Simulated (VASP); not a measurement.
# Cu (Im-3m) in VASP: further runs

Cu is run at these levels: LDA; tasks: single point.

All numbers are computed with VASP 6.6.1; they aren't measurements. Logs are shortened: lines on timing, memory, paths and dates and some standing lists are left out, and cuts for length are marked.

## 1. The cell of the first run

It takes space group Im-3m (No. 229, cubic). Conventional cell: a = 2.749 Å, b = 2.749 Å, c = 2.749 Å, α = 90.00°, β = 90.00°, γ = 90.00°. Cu (site symmetry m-3m) has 14 Cu at 2.38 to 2.75 Å within 3.1 Å.

## 2. Single point, LDA (volume scaled by 0.95)

File INCAR:

```
SYSTEM = Cu
PREC = Accurate
ENCUT = 520
EDIFF = 1E-6
ISMEAR = -1
SIGMA = 0.08
LREAL = .False.
LASPH = .True.
NELM = 80
ALGO = Normal
ISIF = 2
LWAVE = .False.
LCHARG = .False.
NBANDS = 12
```

File KPOINTS:

```
Automatic mesh
0
Gamma
  19 19 19
  0 0 0
```

File POSCAR:

```
Cu
1.0
   -1.3744329302      1.3744329302      1.3744329302
    1.3744329302     -1.3744329302      1.3744329302
    1.3744329302      1.3744329302     -1.3744329302
Cu
1
Direct
    0.0000000000      0.0000000000      0.0000000000
```

Potentials or basis: VASP PAW LDA potentials, release 64 (Cu).

Started as:

```bash
$ cat potpaw_LDA.64/Cu/POTCAR > POTCAR
$ mpirun -np 1 vasp_std > vasp.out
```

OUTCAR:

```text
SYSTEM = Cu
   PREC = Accurate
   ENCUT = 520
   EDIFF = 1E-6
   ISMEAR = -1
   LREAL = .False.
   LASPH = .True.
   NELM = 80
   ISIF = 2

 ion  position               nearest neighbor table
   1  0.000  0.000  0.000-

  LATTYP: Found a body centered cubic cell.
 ALAT       =     2.7488658604

  Lattice vectors:

 A1 = (  -1.3744329302,   1.3744329302,   1.3744329302)
 A2 = (   1.3744329302,  -1.3744329302,   1.3744329302)
 A3 = (   1.3744329302,   1.3744329302,  -1.3744329302)

Analysis of symmetry for initial positions (statically):
=====================================================================
 Subroutine PRICEL returns:
 Original cell was already a primitive cell.

 Routine SETGRP: Setting up the symmetry group for a
 body centered cubic supercell.

 Subroutine GETGRP returns: Found 48 space group operations
 (whereof 48 operations were pure point group operations)
 out of a pool of 48 trial point group operations.

The static configuration has the point symmetry O_h .

Analysis of symmetry for dynamics (positions and initial velocities):
=====================================================================
 Subroutine PRICEL returns:
 Original cell was already a primitive cell.

 Routine SETGRP: Setting up the symmetry group for a
 body centered cubic supercell.

 Subroutine GETGRP returns: Found 48 space group operations
 (whereof 48 operations were pure point group operations)
 out of a pool of 48 trial point group operations.

The dynamic configuration has the point symmetry O_h .

 Subroutine INISYM returns: Found 48 space group operations
 (whereof 48 operations are pure point group operations),
 and found     1 'primitive' translations

----------------------------------------------------------------------------------------

                                     Primitive cell

  volume of cell :      10.3856

  direct lattice vectors                    reciprocal lattice vectors
    -1.374432930  1.374432930  1.374432930     0.000000000  0.363786394  0.363786394
     1.374432930 -1.374432930  1.374432930     0.363786394  0.000000000  0.363786394
     1.374432930  1.374432930 -1.374432930     0.363786394  0.363786394  0.000000000

  length of vectors
     2.380587667  2.380587667  2.380587667     0.514471653  0.514471653  0.514471653

  position of ions in fractional coordinates (direct lattice)
     0.000000000  0.000000000  0.000000000

[... 81 lines left out ...]
   ISIF   =      2    stress and relaxation
   ISYM   =      2    0-nonsym 1-usesym 2-fastsym
   POTIM  = 0.5000    time-step for ionic-motion
   TEBEG  =    0.0;   TEEND  =   0.0 temperature during run
   PSTRESS=    0.0 pullay stress
   NELECT =      11.0000    total number of electrons
   NUPDOWN=      -1.0000    fix difference up-down
   EMIN   =  10.00;   EMAX   =-10.00  energy-range for DOS
   EFERMI =   0.00;   METHOD = LEGACY
   ISMEAR =    -1;   SIGMA  =   0.08  broadening in eV -4-tet -1-fermi 0-gaus
   EFERMI_NEDOS =   21; number of points for ismear=-14 and -15
   IALGO  =     38    algorithm
   IMIX   =      4    mixing-type and parameters
     AMIX     =   0.40;   BMIX     =  1.00
     AMIX_MAG =   1.60;   BMIX_MAG =  1.00
  volume/ion in A,a.u.               =      10.39        70.09
  Fermi-wavevector in a.u.,A,eV,Ry     =   1.668766  3.153511 37.889243  2.784781
  Thomas-Fermi vector in A             =   2.754556
   LORBIT       =      0    0 simple, 1 ext, 2 COOP (PROOUT), +10 PAW based schemes
   GGA     = CA    functional components
   LHFCALC =     F    Hartree Fock is set to
   AEXX    =    0.0000 exact exchange contribution
   IVDW    =     0    specifies the selected vdW correction
   LEPSILON=     F    determine dielectric tensor
   LRPA    =     F    only Hartree local field effects (RPA)
 non-spin polarized calculation
  energy-cutoff  :      520.00
  volume of cell :       10.39
 maximum number of plane-waves:       321
 NGX is ok and might be reduce to    18
   NGX =  9   NGY =  9   NGZ =  9

 number of electron      11.0000006 magnetization

 Free energy of the ion-electron system (eV)
  ---------------------------------------------------
  ext. energy  EPLUGINS =         0.00000000
  ---------------------------------------------------
  free energy    TOTEN  =        -4.65220450 eV

  energy without entropy =       -4.64716712  energy(sigma->0) =       -4.64968581

 E-fermi :   9.0710     XC(G=0): -13.8727

 val. band max:        9.0201727193   @ k =  -0.3684   0.4737   0.0526
 cond. band min:       9.1034211705   @ k =   0.4211   0.0526   0.0526
 fundamental gap:      0.0832484512
 Fermi energy:         9.0709841659

 k-point     1 :       0.0000    0.0000    0.0000
  band No.  band energies     occupation
      1      -1.2996      2.00000
      2       5.4803      2.00000
      3       5.4803      2.00000
      4       5.4803      2.00000
      5       6.7252      2.00000
      6       6.7252      2.00000
      7      35.4301      0.00000
      8      35.4301      0.00000
      9      35.4301      0.00000
     10      40.1400      0.00000
     11      40.1400      0.00000
     12      40.4615      0.00000
[... 331 lines left out ...]
 k-point    24 :       0.3158    0.1053    0.0000
  band No.  band energies     occupation
      1       3.0674      2.00000
      2       4.7651      2.00000
      3       5.6316      2.00000
      4       6.5910      2.00000
      5       6.9215      2.00000
      6       7.8337      2.00000
      7      18.1195      0.00000
      8      25.3577      0.00000
      9      28.6859      0.00000
     10      34.1138      0.00000
     11      38.4865      0.00000
     12      41.5591      0.00000

 [... further k-points ...]

------------------------ aborting loop because EDIFF is reached ----------------------------------------

  FORCE on cell =-STRESS in cart. coord.  units (eV):
  Direction    XX          YY          ZZ          XY          YZ          ZX
  --------------------------------------------------------------------------------------
  -------------------------------------------------------------------------------------
  Total        0.7628814      0.7628814      0.7628814      0.0000000     -0.0000000      0.0000000
  in kB      117.6892944    117.6892944    117.6892944      0.0000000     -0.0000000      0.0000000
  external PRESSURE =     117.6892944 kB  Pullay stress =       0.0000000 kB

 VOLUME and BASIS-vectors are now :
 -----------------------------------------------------------------------------
  energy-cutoff  :      520.00
  volume of cell :       10.39
      direct lattice vectors                 reciprocal lattice vectors
    -1.374432930  1.374432930  1.374432930     0.000000000  0.363786394  0.363786394
     1.374432930 -1.374432930  1.374432930     0.363786394  0.000000000  0.363786394
     1.374432930  1.374432930 -1.374432930     0.363786394  0.363786394  0.000000000

 POSITION                                       TOTAL-FORCE (eV/Angst)
 -----------------------------------------------------------------------------------
      0.00000      0.00000      0.00000        -0.000000     -0.000000      0.000000
 -----------------------------------------------------------------------------------
    total drift:                                0.000000      0.000000      0.000000

  FREE ENERGIE OF THE ION-ELECTRON SYSTEM (eV)
  ---------------------------------------------------
  free  energy   TOTEN  =        -4.6522045013 eV

  energy  without entropy=       -4.6471671236  energy(sigma->0) =       -4.64968581
```

Wall time 14 s (1 thread of Intel Xeon 6975P-C, shared host); peak memory 0.14 GiB.

What came out:

| Item | Value |
| --- | --- |
| Free energy | -4.6522 eV |
| Pressure | 11.8 GPa |

Caveat: the cell differs from its parent crystal (volume scaled by 0.95).

## 3. Single point, LDA

This run uses another cell than the first one, of 10.93 Å³/atom, 1.053 times its volume.

File INCAR:

```
SYSTEM = Cu
ALGO = Normal
EDIFF = 1E-6
ENCUT = 520
GGA = CA
ISIF = 2
ISMEAR = -1
LASPH = .True.
LCHARG = .False.
LREAL = .False.
LWAVE = .False.
NBANDS = 12
NELM = 80
PREC = Accurate
SIGMA = 0.08
```

File KPOINTS:

```
k-points
0
Gamma
  19 19 19
  0 0 0
```

File POSCAR:

```
Cu
1.0
   -1.3981347074      1.3981347074      1.3981347074
    1.3981347074     -1.3981347074      1.3981347074
    1.3981347074      1.3981347074     -1.3981347074
Cu
1
Direct
    0.0000000000      0.0000000000      0.0000000000
```

Potentials or basis: VASP PAW LDA potentials, release 64 (Cu).

Started as:

```bash
$ cat potpaw_LDA.64/Cu/POTCAR > POTCAR
$ mpirun -np 1 vasp_std > vasp.out
```

OUTCAR:

```text
SYSTEM = Cu
   EDIFF = 1E-6
   ENCUT = 520
   GGA = CA
   ISIF = 2
   ISMEAR = -1
   LASPH = .True.
   LREAL = .False.
   NELM = 80
   PREC = Accurate

 ion  position               nearest neighbor table
   1  0.000  0.000  0.000-

  LATTYP: Found a body centered cubic cell.
 ALAT       =     2.7962694148

  Lattice vectors:

 A1 = (  -1.3981347074,   1.3981347074,   1.3981347074)
 A2 = (   1.3981347074,  -1.3981347074,   1.3981347074)
 A3 = (   1.3981347074,   1.3981347074,  -1.3981347074)

Analysis of symmetry for initial positions (statically):
=====================================================================
 Subroutine PRICEL returns:
 Original cell was already a primitive cell.

 Routine SETGRP: Setting up the symmetry group for a
 body centered cubic supercell.

 Subroutine GETGRP returns: Found 48 space group operations
 (whereof 48 operations were pure point group operations)
 out of a pool of 48 trial point group operations.

The static configuration has the point symmetry O_h .

Analysis of symmetry for dynamics (positions and initial velocities):
=====================================================================
 Subroutine PRICEL returns:
 Original cell was already a primitive cell.

 Routine SETGRP: Setting up the symmetry group for a
 body centered cubic supercell.

 Subroutine GETGRP returns: Found 48 space group operations
 (whereof 48 operations were pure point group operations)
 out of a pool of 48 trial point group operations.

The dynamic configuration has the point symmetry O_h .

 Subroutine INISYM returns: Found 48 space group operations
 (whereof 48 operations are pure point group operations),
 and found     1 'primitive' translations

----------------------------------------------------------------------------------------
[... 114 lines left out ...]
  Thomas-Fermi vector in A             =   2.731108
   LORBIT       =      0    0 simple, 1 ext, 2 COOP (PROOUT), +10 PAW based schemes
   GGA     = CA    functional components
   LHFCALC =     F    Hartree Fock is set to
   AEXX    =    0.0000 exact exchange contribution
   IVDW    =     0    specifies the selected vdW correction
   LEPSILON=     F    determine dielectric tensor
   LRPA    =     F    only Hartree local field effects (RPA)
 non-spin polarized calculation
  energy-cutoff  :      520.00
  volume of cell :       10.93
 maximum number of plane-waves:       321
 NGX is ok and might be reduce to    18
   NGX =  9   NGY =  9   NGZ =  9

 number of electron      11.0000020 magnetization

 Free energy of the ion-electron system (eV)
  ---------------------------------------------------
  ext. energy  EPLUGINS =         0.00000000
  ---------------------------------------------------
  free energy    TOTEN  =        -4.67319201 eV

  energy without entropy =       -4.66810955  energy(sigma->0) =       -4.67065078

 E-fermi :   8.3400     XC(G=0): -13.5616

 val. band max:        8.2971177842   @ k =  -0.3684   0.4737   0.0526
 cond. band min:       8.3854196068   @ k =  -0.3158   0.4211   0.1579
 fundamental gap:      0.0883018226
 Fermi energy:         8.3400422719

 k-point     1 :       0.0000    0.0000    0.0000
  band No.  band energies     occupation
      1      -1.5982      2.00000
      2       4.9456      2.00000
      3       4.9456      2.00000
      4       4.9456      2.00000
      5       6.1011      2.00000
      6       6.1011      2.00000
      7      34.2259      0.00000
      8      34.2259      0.00000
      9      34.2259      0.00000
     10      38.4314      0.00000
     11      38.4315      0.00000
     12      38.4318      0.00000
[... 331 lines left out ...]
 k-point    24 :       0.3158    0.1053    0.0000
  band No.  band energies     occupation
      1       2.6625      2.00000
      2       4.2871      2.00000
      3       5.1011      2.00000
      4       5.9756      2.00000
      5       6.2802      2.00000
      6       7.1436      2.00000
      7      17.0399      0.00000
      8      24.1256      0.00000
      9      27.3368      0.00000
     10      32.7062      0.00000
     11      36.8118      0.00000
     12      39.8876      0.00000

 [... further k-points ...]

------------------------ aborting loop because EDIFF is reached ----------------------------------------

  FORCE on cell =-STRESS in cart. coord.  units (eV):
  Direction    XX          YY          ZZ          XY          YZ          ZX
  --------------------------------------------------------------------------------------
  -------------------------------------------------------------------------------------
  Total        0.0593590      0.0593590      0.0593590     -0.0000000      0.0000000     -0.0000000
  in kB        8.6994103      8.6994103      8.6994103     -0.0000000      0.0000000     -0.0000000
  external PRESSURE =       8.6994103 kB  Pullay stress =       0.0000000 kB

 VOLUME and BASIS-vectors are now :
 -----------------------------------------------------------------------------
  energy-cutoff  :      520.00
  volume of cell :       10.93
      direct lattice vectors                 reciprocal lattice vectors
    -1.398134707  1.398134707  1.398134707     0.000000000  0.357619332  0.357619332
     1.398134707 -1.398134707  1.398134707     0.357619332  0.000000000  0.357619332
     1.398134707  1.398134707 -1.398134707     0.357619332  0.357619332  0.000000000

 POSITION                                       TOTAL-FORCE (eV/Angst)
 -----------------------------------------------------------------------------------
      0.00000      0.00000      0.00000         0.000000      0.000000      0.000000
 -----------------------------------------------------------------------------------
    total drift:                                0.000000      0.000000      0.000000

  FREE ENERGIE OF THE ION-ELECTRON SYSTEM (eV)
  ---------------------------------------------------
  free  energy   TOTEN  =        -4.6731920095 eV

  energy  without entropy=       -4.6681095534  energy(sigma->0) =       -4.67065078
```

stdout:

```text
POSCAR found type information on POSCAR Cu
 POSCAR found :  1 types and       1 ions
 scaLAPACK will be used
 LDA part: xc-table for (Slater(with rela. corr.)+CA(PZ))
 , standard interpolation
 POSCAR, INCAR and KPOINTS ok, starting setup
 FFT: planning ... GRIDC
 FFT: planning ... GRID_SOFT
 FFT: planning ... GRID
 WAVECAR not read
 entering main loop
```

Run time: 16 s. Hardware: 1 thread of Intel Xeon 6975P-C, shared host; peak memory 0.14 GiB.

Results:

```
Free energy : -4.6732 eV
Pressure    : 0.9 GPa
```

## 4. Single point, LDA

This run uses another cell than the first one, of 10.93 Å³/atom, 1.053 times its volume.

File INCAR:

```
SYSTEM = Cu
PREC     = Accurate       ! precision mode
ENCUT    = 520            ! plane-wave cutoff, eV
EDIFF    = 1E-6           ! SCF threshold, eV
ISMEAR   = -1             ! smearing method
SIGMA    = 0.08           ! smearing width, eV
LREAL    = .FALSE.        ! projectors in reciprocal space
LASPH    = .TRUE.         ! aspherical terms in the spheres
NELM     = 100            ! most SCF steps
ALGO     = Normal         ! electronic algorithm
ISIF     = 2              ! what is computed and relaxed
LWAVE    = .FALSE.        ! write WAVECAR
LCHARG   = .FALSE.        ! write CHGCAR
NBANDS   = 12             ! bands
```

File KPOINTS:

```
regular mesh
0
G
  19 19 19
  0 0 0
```

POSCAR is that of step 3.

Started as:

```bash
$ cat potpaw_LDA.64/Cu/POTCAR > POTCAR
$ mpirun -np 1 vasp_std > vasp.out
```

Run time: 15 s. Hardware: 1 thread of Intel Xeon 6975P-C, shared host; peak memory 0.14 GiB.

The run converged. Its results:

```
Free energy : -4.6732 eV
Pressure    : 0.9 GPa
```

Levels at points of the mesh, in eV from the Fermi level:
```csv
k point,band 2,band 3,band 4,band 5,band 6,band 7,band 8,band 9
"(0.00, 0.00, 0.00)",-3.39,-3.39,-3.39,-2.24,-2.24,25.89,25.89,25.89
```
